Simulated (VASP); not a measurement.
# Os (P6_3/mmc) in VASP: further runs, part 2 of 2

VASP 6.6.1. The steps go on from the part before.

## (3) Single point, LDA, non-collinear spin, zero start, spin-orbit coupling

This run uses another cell than the first one, of 13.70 Å³/atom, 1.021 times its volume.

Input file INCAR:

```
ALGO     = Normal         # electronic algorithm
EDIFF    = 1E-6           # SCF threshold, eV
ENCUT    = 520            # plane-wave cutoff, eV
GGA_COMPAT= False        
ISIF     = 2              # what is computed and relaxed
ISMEAR   = -1             # smearing method
LASPH    = True           # aspherical terms in the spheres
LCHARG   = False          # write CHGCAR
LMAXMIX  = 4              # l up to which the mixer works
LORBIT   = 11             # projections on sites
LORBMOM  = True         
LREAL    = False          # projectors in reciprocal space
LSORBIT  = True           # spin-orbit coupling
LWAVE    = False          # write WAVECAR
MAGMOM   = 0 0 0 0 0 0    # initial moments
NBANDS   = 28             # bands
NELM     = 150            # most SCF steps
PREC     = Accurate       # precision mode
SIGMA    = 0.05           # smearing width, eV
```

Input file KPOINTS:

```
k-points
0
Gamma
  11 11 6
```

Input file POSCAR:

```
Os
1.0
    2.7157497827      0.0000000000      0.0000000000
   -1.3578748913      2.3519083021      0.0000000000
    0.0000000000      0.0000000000      4.2907078513
Os
2
Direct
    0.6666666667      0.3333333333      0.7500000000
    0.3333333333      0.6666666667      0.2500000000
```

Potentials or basis: VASP PAW LDA potentials, release 64 (Os).

On the command line:

```sh
$ cat potpaw_LDA.64/Os/POTCAR > POTCAR
$ mpirun -np 1 vasp_ncl > vasp.out
```

OUTCAR:

```text
EDIFF = 1E-6
   ENCUT = 520
   ISIF = 2
   ISMEAR = -1
   LASPH = True
   LORBIT = 11
   LREAL = False
   LSORBIT = True
   NELM = 150
   PREC = Accurate

 ion  position               nearest neighbor table
   1  0.667  0.333  0.750-   2 2.66   2 2.66   2 2.66   2 2.66   2 2.66   2 2.66
   2  0.333  0.667  0.250-   1 2.66   1 2.66   1 2.66   1 2.66   1 2.66   1 2.66

  LATTYP: Found a hexagonal cell.
 ALAT       =     2.7157497827
 C/A-ratio  =     1.5799348963

  Lattice vectors:

 A1 = (   2.7157497827,   0.0000000000,   0.0000000000)
 A2 = (  -1.3578748913,   2.3519083021,   0.0000000000)
 A3 = (   0.0000000000,   0.0000000000,   4.2907078513)

Analysis of symmetry for initial positions (statically):
=====================================================================
 Subroutine PRICEL returns:
 Original cell was already a primitive cell.

 Routine SETGRP: Setting up the symmetry group for a
 hexagonal supercell.

 Subroutine GETGRP returns: Found 24 space group operations
 (whereof 12 operations were pure point group operations)
 out of a pool of 24 trial point group operations.

The static configuration has the point symmetry D_3d.
 The point group associated with its full space group is D_6h.

Analysis of symmetry for dynamics (positions and initial velocities):
=====================================================================
 Subroutine PRICEL returns:
 Original cell was already a primitive cell.

 Routine SETGRP: Setting up the symmetry group for a
 hexagonal supercell.

 Subroutine GETGRP returns: Found 24 space group operations
 (whereof 12 operations were pure point group operations)
 out of a pool of 24 trial point group operations.

The dynamic configuration has the point symmetry D_3d.
 The point group associated with its full space group is D_6h.

Analysis of structural, dynamic, and magnetic symmetry:
=====================================================================
 Subroutine PRICEL returns:
 Original cell was already a primitive cell.

 Routine SETGRP: Setting up the symmetry group for a
 hexagonal supercell.

 Subroutine GETGRP returns: Found 24 space group operations
 (whereof 12 operations were pure point group operations)
 out of a pool of 24 trial point group operations.

The overall configuration has the point symmetry D_3d.
 The point group associated with its full space group is D_6h.

 Subroutine INISYM returns: Found 24 space group operations
 (whereof 12 operations are pure point group operations),
 and found     1 'primitive' translations

----------------------------------------------------------------------------------------

                                     Primitive cell

  volume of cell :      27.4056

  direct lattice vectors                    reciprocal lattice vectors
     2.715749783  0.000000000  0.000000000     0.368222436  0.212593322  0.000000000
    -1.357874891  2.351908302  0.000000000     0.000000000  0.425186645  0.000000000
     0.000000000  0.000000000  4.290707851     0.000000000  0.000000000  0.233061778

  length of vectors
     2.715749783  2.715749783  4.290707851     0.425186645  0.425186645  0.233061778

[... 882 lines left out ...]

 [... further k-points ...]
[... 5 lines left out ...]
  --------------------------------------------------------------------------------------
  -------------------------------------------------------------------------------------
  Total        0.2230614      0.2230614      0.1450805      0.0000000      0.0000000     -0.0000000
  in kB       13.0405478     13.0405478      8.4816525      0.0000000      0.0000000     -0.0000000
  external PRESSURE =      11.5209161 kB  Pullay stress =       0.0000000 kB

 VOLUME and BASIS-vectors are now :
 -----------------------------------------------------------------------------
  energy-cutoff  :      520.00
  volume of cell :       27.41
      direct lattice vectors                 reciprocal lattice vectors
     2.715749783  0.000000000  0.000000000     0.368222436  0.212593322  0.000000000
    -1.357874891  2.351908302  0.000000000     0.000000000  0.425186645  0.000000000
     0.000000000  0.000000000  4.290707851     0.000000000  0.000000000  0.233061778

 POSITION                                       TOTAL-FORCE (eV/Angst)
 -----------------------------------------------------------------------------------
      1.35787      0.78397      3.21803         0.000000      0.000000      0.000000
     -0.00000      1.56794      1.07268        -0.000000     -0.000000      0.000000
 -----------------------------------------------------------------------------------
    total drift:                                0.000000     -0.000000      0.000000

  FREE ENERGIE OF THE ION-ELECTRON SYSTEM (eV)
  ---------------------------------------------------
  free  energy   TOTEN  =       -25.9537109120 eV

  energy  without entropy=      -25.9406102936  energy(sigma->0) =      -25.94716060

 orbital moment (x)

 # of ion     p       d       tot
 ----------------------------------------
  1         0.000  -0.000  -0.000
  2         0.000   0.000   0.000
 ----------------------------------------
            0.000  -0.000  -0.000

 orbital moment (y)

 # of ion     p       d       tot
 ----------------------------------------
  1         0.000   0.000   0.000
  2        -0.000   0.000   0.000
 ----------------------------------------
            0.000   0.000   0.000

 orbital moment (z)

 # of ion     p       d       tot
 ----------------------------------------
  1         0.000   0.000   0.000
  2         0.000   0.000   0.000
 ----------------------------------------
            0.000   0.000   0.000

 Spin-Orbit-Coupling matrix elements

 Ion:    1  E_soc:     -0.6628673
 l=   1
     0.0000000    -0.0459433    -0.0448941
    -0.0459433     0.0000000    -0.0459433
    -0.0448941    -0.0459433     0.0000000
 l=   2
     0.0000000    -0.0133001     0.0000000    -0.0133001    -0.0520940
    -0.0133001     0.0000000    -0.0375510    -0.0142564    -0.0133001
     0.0000000    -0.0375510     0.0000000    -0.0375510     0.0000000
    -0.0133001    -0.0142564    -0.0375510     0.0000000    -0.0133001
    -0.0520940    -0.0133001     0.0000000    -0.0133001     0.0000000
 l=   3
     0.0000000     0.0000000     0.0000000     0.0000000     0.0000000     0.0000000     0.0000000
     0.0000000     0.0000000     0.0000000     0.0000000     0.0000000     0.0000000     0.0000000
     0.0000000     0.0000000     0.0000000     0.0000000     0.0000000     0.0000000     0.0000000
     0.0000000     0.0000000     0.0000000     0.0000000     0.0000000     0.0000000     0.0000000
     0.0000000     0.0000000     0.0000000     0.0000000     0.0000000     0.0000000     0.0000000
     0.0000000     0.0000000     0.0000000     0.0000000     0.0000000     0.0000000     0.0000000
     0.0000000     0.0000000     0.0000000     0.0000000     0.0000000     0.0000000     0.0000000

 Ion:    2  E_soc:     -0.6628673
 l=   1
     0.0000000    -0.0459433    -0.0448941
    -0.0459433     0.0000000    -0.0459433
    -0.0448941    -0.0459433     0.0000000
 l=   2
     0.0000000    -0.0133001     0.0000000    -0.0133001    -0.0520940
    -0.0133001     0.0000000    -0.0375510    -0.0142564    -0.0133001
     0.0000000    -0.0375510     0.0000000    -0.0375510     0.0000000
    -0.0133001    -0.0142564    -0.0375510     0.0000000    -0.0133001
    -0.0520940    -0.0133001     0.0000000    -0.0133001     0.0000000
 l=   3
     0.0000000     0.0000000     0.0000000     0.0000000     0.0000000     0.0000000     0.0000000
     0.0000000     0.0000000     0.0000000     0.0000000     0.0000000     0.0000000     0.0000000
     0.0000000     0.0000000     0.0000000     0.0000000     0.0000000     0.0000000     0.0000000
     0.0000000     0.0000000     0.0000000     0.0000000     0.0000000     0.0000000     0.0000000
     0.0000000     0.0000000     0.0000000     0.0000000     0.0000000     0.0000000     0.0000000
     0.0000000     0.0000000     0.0000000     0.0000000     0.0000000     0.0000000     0.0000000
     0.0000000     0.0000000     0.0000000     0.0000000     0.0000000     0.0000000     0.0000000

 total charge

# of ion       s       p       d       tot
------------------------------------------
    1        0.673   0.816   6.242   7.731
    2        0.673   0.816   6.242   7.731
--------------------------------------------------
tot          1.346   1.633  12.484  15.463

 magnetization (x)

# of ion       s       p       d       tot
------------------------------------------
    1        0.000   0.000   0.000   0.000
    2        0.000   0.000   0.000   0.000
--------------------------------------------------
tot          0.000   0.000   0.000   0.000

 magnetization (y)

# of ion       s       p       d       tot
------------------------------------------
    1        0.000   0.000   0.000   0.000
    2        0.000   0.000   0.000   0.000
--------------------------------------------------
tot          0.000   0.000   0.000   0.000

 magnetization (z)

# of ion       s       p       d       tot
------------------------------------------
    1        0.000   0.000   0.000   0.000
    2        0.000   0.000   0.000   0.000
--------------------------------------------------
tot          0.000   0.000   0.000   0.000
```

Wall time 1.8 min (1 thread of AMD EPYC 7R13, shared host); peak memory 0.18 GiB.

Results:

```
Free energy                                           : -25.9537 eV
Pressure                                              : 1.2 GPa
Net moment                                            : 0.00 μB per cell
Valence electrons inside the program's atomic spheres : Os 7.73
```

Stress tensor (GPa, compression positive):
```
1.30 0.00 0.00
0.00 1.30 0.00
0.00 0.00 0.85
```

Moments on the atoms (μB; x, y, z):
```
Os  0.00 0.00 0.00
Os  0.00 0.00 0.00
```
